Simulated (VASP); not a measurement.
# InTe2Cl (R-3m) in VASP: relaxation of cell and atoms with PBE

Aim: the relaxation of cell and atoms of InTe2Cl with PBE.

All numbers are computed with VASP 6.6.1; they aren't measurements. Logs are shortened: lines on timing, memory, paths and dates and some standing lists are left out, and cuts for length are marked.

## (1) The cell of the first run

It takes space group R-3m (No. 166, trigonal). The conventional cell has a = 4.394 Å, b = 4.394 Å, c = 23.141 Å, α = 90.00°, β = 90.00°, γ = 120.00°. Within 4.1 Å of Te (site symmetry 3m) lie 3 Cl at 3.09 Å and 3 In at 3.29 Å. Within 4.1 Å of Cl (site symmetry -3m) lie 6 Te at 3.09 Å. Within 4.4 Å of In (site symmetry -3m) lie 6 Te at 3.29 Å and 6 In at 4.39 Å.

## (2) Relaxation of cell and atoms, PBE

INCAR reads:

```
SYSTEM = InTe2Cl
  ALGO = Normal
  EDIFF = 1E-7
  EDIFFG = -0.01
  ENCUT = 600
  GGA = PE
  IBRION = 2
  ISIF = 3
  ISMEAR = -1
  LASPH = .TRUE.
  LCHARG = .FALSE.
  LREAL = .FALSE.
  LWAVE = .FALSE.
  NELM = 100
  NSW = 80
  PREC = Accurate
  SIGMA = 0.0602
```

KPOINTS reads:

```
k-points
0
G
  7 7 7
  0 0 0
```

POSCAR reads:

```
InTe2Cl
1.0
    2.1970800000      3.8054520000      0.0000000000
   -2.1970800000      3.8054520000      0.0000000000
    0.0000000000     -2.5369650000      7.7135340000
Te Cl In
2 1 1
Direct
    0.2430000000      0.2430000000      0.7290000000
    0.7570000000      0.7570000000      0.2710000000
    0.5000000000      0.5000000000      0.5000000000
    0.0000000000      0.0000000000      0.0000000000
```

Potentials or basis: VASP PAW PBE potentials, release 64 (Te, Cl, In_d).

The run is started by

```bash
cat potpaw_PBE.64/Te/POTCAR potpaw_PBE.64/Cl/POTCAR potpaw_PBE.64/In_d/POTCAR > POTCAR
mpirun -np 1 vasp_std > vasp.out
```

OUTCAR:

```text
SYSTEM = InTe2Cl
   EDIFF = 1E-7
   EDIFFG = -0.01
   ENCUT = 600
   GGA = PE
   IBRION = 2
   ISIF = 3
   ISMEAR = -1
   LASPH = .TRUE.
   LREAL = .FALSE.
   NELM = 100
   NSW = 80
   PREC = Accurate

 ion  position               nearest neighbor table
   1  0.243  0.243  0.729-   3 3.09   3 3.09   3 3.09   4 3.29   4 3.29   4 3.29
   2  0.757  0.757  0.271-   3 3.09   3 3.09   3 3.09   4 3.29   4 3.29   4 3.29
   3  0.500  0.500  0.500-   1 3.09   2 3.09   1 3.09   1 3.09   2 3.09   2 3.09
   4  0.000  0.000  0.000-   1 3.29   2 3.29   2 3.29   2 3.29   1 3.29   1 3.29

  LATTYP: Found a trigonal (rhomboedric) cell.
 ALAT       =     8.1200262663
 COS(alpha) =     0.8535778199

  Lattice vectors:

 A1 = (   2.1970800000,   1.2684870000,   7.7135340000)
 A2 = (  -2.1970800000,   1.2684870000,   7.7135340000)
 A3 = (   0.0000000000,  -2.5369650000,   7.7135340000)

Analysis of symmetry for initial positions (statically):
=====================================================================
 Subroutine PRICEL returns:
 Original cell was already a primitive cell.

 Routine SETGRP: Setting up the symmetry group for a
 trigonal (rhombohedral) supercell.

 Subroutine GETGRP returns: Found 12 space group operations
 (whereof 12 operations were pure point group operations)
 out of a pool of 12 trial point group operations.

The static configuration has the point symmetry D_3d.

Analysis of symmetry for dynamics (positions and initial velocities):
=====================================================================
 Subroutine PRICEL returns:
 Original cell was already a primitive cell.

 Routine SETGRP: Setting up the symmetry group for a
 trigonal (rhombohedral) supercell.

 Subroutine GETGRP returns: Found 12 space group operations
 (whereof 12 operations were pure point group operations)
 out of a pool of 12 trial point group operations.

The dynamic configuration has the point symmetry D_3d.

 Subroutine INISYM returns: Found 12 space group operations
 (whereof 12 operations are pure point group operations),
 and found     1 'primitive' translations

----------------------------------------------------------------------------------------

                                     Primitive cell

  volume of cell :     128.9839

  direct lattice vectors                    reciprocal lattice vectors
     2.197080000  3.805452000  0.000000000     0.227574781  0.131390437  0.043214036
    -2.197080000  3.805452000  0.000000000    -0.227574781  0.131390437  0.043214036
     0.000000000 -2.536965000  7.713534000     0.000000000  0.000000000  0.129642263

  length of vectors
     4.394158105  4.394158105  8.120024518     0.266310309  0.266310309  0.129642263

  position of ions in fractional coordinates (direct lattice)
     0.243000000  0.243000000  0.729000000
     0.757000000  0.757000000  0.271000000
     0.500000000  0.500000000  0.500000000
     0.000000000  0.000000000  0.000000000

  ion indices of the primitive-cell ions
   primitive index   ion index
                 1           1
                 2           2
                 3           3
                 4           4

----------------------------------------------------------------------------------------

 KPOINTS: k-points

Automatic generation of k-mesh.
 Grid dimensions read from file:
 generate k-points for:    7    7    7

 Generating k-lattice:

  Cartesian coordinates                     Fractional coordinates (reciprocal lattice)
     0.032510683  0.018770062  0.006173434     0.142857143  0.000000000  0.000000000
    -0.032510683  0.018770062  0.006173434     0.000000000  0.142857143  0.000000000
     0.000000000  0.000000000  0.018520323     0.000000000  0.000000000  0.142857143

  Length of vectors
     0.038044330  0.038044330  0.018520323

  Shift w.r.t. Gamma in fractional coordinates (k-lattice)
     0.000000000  0.000000000  0.000000000

 Subroutine IBZKPT returns following result:
 ===========================================

 Found     44 irreducible k-points:

 Following reciprocal coordinates:
            Coordinates               Weight
  0.000000  0.000000  0.000000      1.000000
  0.142857 -0.000000 -0.000000      6.000000
  0.285714 -0.000000 -0.000000      6.000000
  0.428571 -0.000000  0.000000      6.000000
  0.142857  0.142857 -0.000000      6.000000
  0.285714  0.142857  0.000000     12.000000
[... 16 lines left out ...]
  0.142857  0.142857  0.142857      6.000000
  0.285714  0.142857  0.142857     12.000000
 [... further k-points ...]
   k-points           NKPTS =     44   k-points in BZ     NKDIM =     44   number of bands    NBANDS=     20
   number of dos      NEDOS =    301   number of ions     NIONS =      4
   total plane-waves  NPLWV =  90720
   dimension x,y,z NGX =    36 NGY =   36 NGZ =   70
   dimension x,y,z NGXF=    72 NGYF=   72 NGZF=  140
   ions per type =               2   1   1
   NGX,Y,Z   is equivalent  to a cutoff of  13.62, 13.62, 14.33 a.u.
   NGXF,Y,Z  is equivalent  to a cutoff of  27.24, 27.24, 28.66 a.u.
 SYSTEM =  InTe2Cl
   PREC   = accura    normal or accurate (medium, high low for compatibility)
   ISTART =      0    job   : 0-new  1-cont  2-samecut
   ICHARG =      2    charge: 1-file 2-atom 10-const
   ISPIN  =      1    spin polarized calculation?
   LNONCOLLINEAR =      F non collinear calculations
   LSORBIT =      F    spin-orbit coupling
   LASPH  =      T    aspherical Exc in radial PAW
   ENCUT  =  600.0 eV  44.10 Ry    6.64 a.u.   8.78  8.78 16.22*2*pi/ulx,y,z
   NELM   =    100;   NELMIN=  2; NELMDL= -5     # of ELM steps
   EDIFF  = 0.1E-06   stopping-criterion for ELM
   LREAL  =      F    real-space projection
   EDIFFG = -.1E-01   stopping-criterion for IOM
   NSW    =     80    number of steps for IOM
   IBRION =      2    ionic relax: 0-MD 1-quasi-New 2-CG
   NFREE  =      1    steps in history (QN), initial steepest desc. (CG)
   ISIF   =      3    stress and relaxation
   ISYM   =      2    0-nonsym 1-usesym 2-fastsym
   POTIM  = 0.5000    time-step for ionic-motion
   TEBEG  =    0.0;   TEEND  =   0.0 temperature during run
   PSTRESS=    0.0 pullay stress
   NELECT =      32.0000    total number of electrons
   NUPDOWN=      -1.0000    fix difference up-down
   EMIN   =  10.00;   EMAX   =-10.00  energy-range for DOS
   EFERMI =   0.00;   METHOD = LEGACY
   ISMEAR =    -1;   SIGMA  =   0.06  broadening in eV -4-tet -1-fermi 0-gaus
   EFERMI_NEDOS =   21; number of points for ismear=-14 and -15
   IALGO  =     38    algorithm
   IMIX   =      4    mixing-type and parameters
     AMIX     =   0.40;   BMIX     =  1.00
     AMIX_MAG =   1.60;   BMIX_MAG =  1.00
  volume/ion in A,a.u.               =      32.25       217.61
  Fermi-wavevector in a.u.,A,eV,Ry     =   1.028678  1.943920 14.397405  1.058179
  Thomas-Fermi vector in A             =   2.162687
   LORBIT       =      0    0 simple, 1 ext, 2 COOP (PROOUT), +10 PAW based schemes
   GGA     = PE    functional components
   LHFCALC =     F    Hartree Fock is set to
   AEXX    =    0.0000 exact exchange contribution
   IVDW    =     0    specifies the selected vdW correction
   LEPSILON=     F    determine dielectric tensor
   LRPA    =     F    only Hartree local field effects (RPA)
 conjugate gradient relaxation of ions
 non-spin polarized calculation
  energy-cutoff  :      600.00
  volume of cell :      128.98
 maximum number of plane-waves:      4324
   NGX = 17   NGY = 17   NGZ = 33

--------------------------------------- Ionic step        1  -------------------------------------------

 number of electron      31.9999998 magnetization

 Free energy of the ion-electron system (eV)
  ---------------------------------------------------
  ext. energy  EPLUGINS =         0.00000000
  ---------------------------------------------------
  free energy    TOTEN  =       -10.25713787 eV

  energy without entropy =      -10.21037898  energy(sigma->0) =      -10.23375843

 E-fermi :   4.2511     XC(G=0):  -8.9108

 val. band max:        4.2506691550   @ k =  -0.2857   0.2857   0.1429
 cond. band min:       4.2657226487   @ k =   0.1429   0.1429   0.2857
 fundamental gap:      0.0150534937
 Fermi energy:         4.2510569608

 k-point     1 :       0.0000    0.0000    0.0000
  band No.  band energies     occupation
      1     -11.1755      2.00000
      2      -9.8999      2.00000
      3      -9.8999      2.00000
      4      -9.8654      2.00000
      5      -9.8654      2.00000
      6      -9.8638      2.00000
[... 541 lines left out ...]
     19       8.1907      0.00000
     20       8.4922      0.00000

 [... further k-points ...]

------------------------ aborting loop because EDIFF is reached ----------------------------------------

  FORCE on cell =-STRESS in cart. coord.  units (eV):
  Direction    XX          YY          ZZ          XY          YZ          ZX
  --------------------------------------------------------------------------------------
  -------------------------------------------------------------------------------------
  Total       -1.7759002     -1.7758982     -4.1867922      0.0000000     -0.0000016      0.0000000
  in kB      -22.0593966    -22.0593712    -52.0063619      0.0000000     -0.0000202      0.0000000
  external PRESSURE =     -32.0417099 kB  Pullay stress =       0.0000000 kB
[... 95 lines left out ...]
  FREE ENERGIE OF THE ION-ELECTRON SYSTEM (eV)
  ---------------------------------------------------
  free  energy   TOTEN  =       -10.7700635483 eV

  energy  without entropy=      -10.7351657078  energy(sigma->0) =      -10.75261463

[... ionic steps 4 to 11 ...]

--------------------------------------- Ionic step       12  -------------------------------------------

 number of electron      31.9999993 magnetization

------------------------ aborting loop because EDIFF is reached ----------------------------------------
[... 71 lines left out ...]
--------------------------------------- Ionic step       14  -------------------------------------------

 number of electron      31.9999993 magnetization

 Free energy of the ion-electron system (eV)
  ---------------------------------------------------
  ext. energy  EPLUGINS =         0.00000000
  ---------------------------------------------------
  free energy    TOTEN  =       -11.10450596 eV

  energy without entropy =      -11.05835296  energy(sigma->0) =      -11.08142946

 E-fermi :   4.8087     XC(G=0):  -9.1456

 val. band max:        4.7954663135   @ k =   0.1429   0.1429   0.1429
 cond. band min:       4.8097388211   @ k =   0.4286   0.2857   0.0000
 fundamental gap:      0.0142725076
 Fermi energy:         4.8086851139

 k-point     1 :       0.0000    0.0000    0.0000
  band No.  band energies     occupation
      1      -9.9126      2.00000
      2      -9.5136      2.00000
      3      -9.5136      2.00000
      4      -9.4574      2.00000
      5      -9.4356      2.00000
      6      -9.4356      2.00000
[... 541 lines left out ...]
     19       8.8696      0.00000
     20       9.8322      0.00000

 [... further k-points ...]

------------------------ aborting loop because EDIFF is reached ----------------------------------------

  FORCE on cell =-STRESS in cart. coord.  units (eV):
  Direction    XX          YY          ZZ          XY          YZ          ZX
  --------------------------------------------------------------------------------------
  -------------------------------------------------------------------------------------
  Total        0.0005090      0.0005090      0.0088888      0.0000000      0.0000000      0.0000000
  in kB        0.0068062      0.0068062      0.1188680      0.0000000      0.0000000      0.0000000
  external PRESSURE =       0.0441602 kB  Pullay stress =       0.0000000 kB
[... 19 lines left out ...]
  FREE ENERGIE OF THE ION-ELECTRON SYSTEM (eV)
  ---------------------------------------------------
  free  energy   TOTEN  =       -11.1045059556 eV

  energy  without entropy=      -11.0583529649  energy(sigma->0) =      -11.08142946

 reached required accuracy - stopping structural energy minimisation
```

It took 13 min on 1 thread of AMD EPYC 9R45 (Zen 5), shared host; peak memory 0.39 GiB.

What came out:

```
Free energy                           : -11.1045 eV
Relaxed volume                        : 29.95 Å³/atom
Relaxed cell                          : a = 4.366 Å, b = 4.366 Å, c = 7.682 Å, α = 106.51°, β = 106.51°, γ = 60.00°
Space group after relaxing (to 0.1 Å) : R-3m (No. 166)
Energy gained by relaxing             : 211.8 meV/atom
Ionic steps                           : 14
Pressure after relaxing               : 0.0 GPa
Band gap on the k mesh                : zero (bands 16 and 17 overlap by 0.69 eV)
```

The path:
```tsv
step	energy change (eV)	largest force (eV/Å)	pressure (GPa)	volume (Å³)
1	0.0000	1.5753	-3.20	128.98
2	-0.4144	1.4480	-0.44	117.28
3	-0.5129	1.1122	3.40	108.68
4	-0.7443	0.3737	2.60	111.41
5	-0.7892	0.2086	2.44	113.78
6	-0.8132	0.1859	-1.47	123.71
7	-0.8335	0.0385	-0.05	119.51
8	-0.8380	0.0308	-0.05	119.62
9	-0.8463	0.0030	-0.04	119.91
10	-0.8473	0.0128	-0.04	120.03
11	-0.8473	0.0116	-0.04	120.02
12	-0.8473	0.0128	0.05	119.74
13	-0.8473	0.0123	0.02	119.82
14	-0.8474	0.0010	0.00	119.81
```

Final structure:
```
CELL_PARAMETERS angstrom
2.18314 3.78131 0.00000
-2.18314 3.78131 0.00000
0.00000 -2.52087 7.25660
ATOMIC_POSITIONS crystal
Te 0.25963 0.25963 0.77890
Te 0.74037 0.74037 0.22110
Cl 0.50000 0.50000 0.50000
In 0.00000 0.00000 0.00000
```

Levels at points of the mesh, in eV from the Fermi level:
```tsv
k point	band 12	band 13	band 14	band 15	band 16	band 17	band 18	band 19	band 20
(0.00, 0.00, 0.00)	-2.63	-0.62	-0.62	-0.52	-0.52	0.42	1.26	2.98	4.20
```

Caveat: spin-orbit coupling is left out, which moves the levels of the heavy elements.
